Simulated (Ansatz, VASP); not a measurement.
# Two plane-wave programs on TaN

The input INCAR:

```
SYSTEM = TaN
PREC = Accurate ; ENCUT = 600
EDIFF = 1E-7 ; ISMEAR = -1
SIGMA = 0.15 ; LREAL = .FALSE.
LASPH = .TRUE. ; NELM = 60
ALGO = Normal ; ISIF = 3
LWAVE = .FALSE. ; LCHARG = .FALSE.
GGA = PE ; IBRION = 2
NSW = 80 ; EDIFFG = -0.001
```

Contents of KPOINTS:

```
regular mesh
0
G
  18 18 14
  0 0 0
```

POSCAR

```
TaN
1.0
    2.9501846796      0.0000000000      0.0000000000
   -1.4750923398      2.5549348784      0.0000000000
    0.0000000000      0.0000000000      2.8977716012
Ta N
1 1
Direct
    0.3333333333      0.6666666667      0.5000000000
    0.0000000000      0.0000000000      0.0000000000
```

Input for Ansatz:

```yaml
crystal:
  lattice:
    - [2.9501846798, 0.0, 0.0]
    - [-1.4750923399, 2.5549348785, 0.0]
    - [0.0, 0.0, 2.8977716015]
  atoms:
    - { symbol: Ta, position: [0.3333333333, 0.6666666667, 0.5] }
    - { symbol: "N", position: [0.0, 0.0, 0.0] }
basis:
  ecutwfc: 420
kpoints:
  mp_grid: { grid: [18, 18, 14] }
hamiltonian:
  xc: pbe
scf:
  occupations: { method: fermi_dirac, width: 0.15 }
output:
  forces: true
  stress: true
  eigenvalues: true
  write_density: true
  write_potential: true
  elf: true
  volumetric_format: npy
relax:
  adjacent_minimum: "off"
  f_tol: 0.001
  max_steps: 60
  cell: { stress_tol: 0.01 }
```

Alike in both runs: task relaxation of cell and atoms; functional PBE; k mesh 18 × 18 × 14; occupations fermi-dirac, width 0.15 eV; no spin polarisation.

```csv
,VASP,Ansatz
version,VASP 6.6.1,Ansatz 0.2.0
potentials or method,"VASP PAW PBE potentials, release 64 (Ta_pv, N), cutoff 600 eV","scalar-relativistic, plane waves, PAW"
valence electrons in the cell,16,18
```

|  | VASP | Ansatz | Ansatz less VASP |
| --- | --- | --- | --- |
| gap on the k mesh at the Fermi level, each at its own relaxed structure (eV) | none | none | - |
| relaxed volume (Å³/atom) | 10.94 | 10.92 | -0.017 |
| relaxed cell length with the largest relative difference (Å) | 2.899 | 2.897 | -0.0019 |

A gap of «none» marks a metal or a gap that the smearing closes. VASP's potentials hold 16 valence electrons a cell and Ansatz's 18, so a difference there can come from the potentials and not from the codes.

Spin-orbit coupling is off throughout.
